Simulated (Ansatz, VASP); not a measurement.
Li2Pd in VASP and in Ansatz

```xyz
3
Lattice="4.2267 -0.0211 -0.0211 -2.1317 3.6710 -0.0077 -0.0137 -0.0137 2.7319" Properties=species:S:1:pos:R:3 pbc="T T T"
Li   -0.0190    2.4335    1.3537
Li    2.1004    1.2027    1.3493
Pd    0.0000    0.0000    0.0000
```

Change from the starting cell: equal xy, yz and zx shear strains of -1 %, PAW files.

Alike in both runs: task electric field gradients; functional LDA; k mesh 11 × 11 × 15; occupations fermi-dirac, width 0.08 eV; no spin polarisation.

|  | VASP | Ansatz |
| --- | --- | --- |
| version | VASP 6.6.1 | Ansatz 0.2.0 |
| potentials or method | VASP PAW LDA potentials, release 64 (Li_sv, Pd) | PAW with Ansatz's default frozen-core files, scalar-relativistic |
| plane-wave cutoff (eV) | 520 | 420 |
| valence electrons in the cell | 16 | 24 |

|  | VASP | Ansatz | Ansatz less VASP |
| --- | --- | --- | --- |
| rms of the force components (eV/Å) | 0.011 | 0.011 | +0.0001 |
| size of Vzz on the site where it differs most (V/Å²) | 80.5 | 76.5 | -4.06 |

LDA's correlation is that of Perdew and Zunger in VASP and of Perdew and Wang (1992) in Ansatz. Atom by atom the forces differ by 0.000 eV/Å (rms over components). VASP's potentials hold 16 valence electrons a cell and Ansatz's 24, so a difference there can come from the potentials and not from the codes.

Noted on VASP's run: the cutoff is under 1.25 times that of the potentials, so the pressure is a little rough.
